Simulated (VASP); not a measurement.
Set up this calculation in VASP 6.6.1, as the native input.

| Item | Value |
| --- | --- |
| Task | electric field gradients |
| Functional | PBEsol |
| Potentials or basis | VASP PAW PBE potentials, release 64 (Si, O) |
| Cutoff | 520 eV |
| k mesh | 6 × 6 × 9 |
| Occupations | fermi-dirac, width 0.03 eV |
| Spin | no spin polarisation |
| Dipole correction | no |
| Further INCAR settings | ALGO = Normal; EDIFF = 1e-08; NBANDS = 25 |

The structure of SiO2 lies in POSCAR:

```
SiO2
1.0
    4.1801000000      0.0000000000      0.0000000000
    0.0000000000      4.1801000000      0.0000000000
    0.0000000000      0.0000000000      2.6411220000
Si O
2 4
Direct
    0.0000000000      0.0000000000      0.0000000000
    0.5000000000      0.5000000000      0.5000000000
    0.3067000000      0.3067000000      0.0000000000
    0.1933000000      0.8067000000      0.5000000000
    0.6933000000      0.6933000000      0.0000000000
    0.8067000000      0.1933000000      0.5000000000
```

This cell differs from its parent crystal: zz strain of -1 %.

One way to write it, as run:

INCAR

```
SYSTEM = SiO2
PREC     = Accurate       ! precision mode
ENCUT    = 520            ! plane-wave cutoff, eV
EDIFF    = 1E-8           ! SCF threshold, eV
ISMEAR   = -1             ! smearing method
SIGMA    = 0.03           ! smearing width, eV
LREAL    = .FALSE.        ! projectors in reciprocal space
LASPH    = .TRUE.         ! aspherical terms in the spheres
NELM     = 60             ! most SCF steps
ALGO     = Normal         ! electronic algorithm
ISIF     = 2              ! what is computed and relaxed
LWAVE    = .FALSE.        ! write WAVECAR
LCHARG   = .FALSE.        ! write CHGCAR
GGA      = PS             ! functional
LEFG     = .TRUE.       
NBANDS   = 25             ! bands
```

KPOINTS

```
regular mesh
0
G
  6 6 9
  0 0 0
```

Potentials or basis: VASP PAW PBE potentials, release 64 (Si, O).

Launch:

```bash
$ cat potpaw_PBE.64/Si/POTCAR potpaw_PBE.64/O/POTCAR > POTCAR
$ mpirun -np 1 vasp_std > vasp.out
```

It gave:

The pressure is 8.7 GPa, the largest force is 0.261 eV/Å and the band gap on the k mesh is 5.80 eV, direct.

Caveat: the cell differs from its parent crystal (zz strain of -1 %); without QUAD_EFG the Cq values of the log hold for a quadrupole moment of 1 mb, not for the nuclei; the PAW data sets were made with another functional, which shifts forces and pressure a little.

Run time: 29 s on 1 thread of Intel(R) Xeon(R) Platinum 8488C (Sapphire Rapids), on a shared host, peak memory 0.17 GiB.
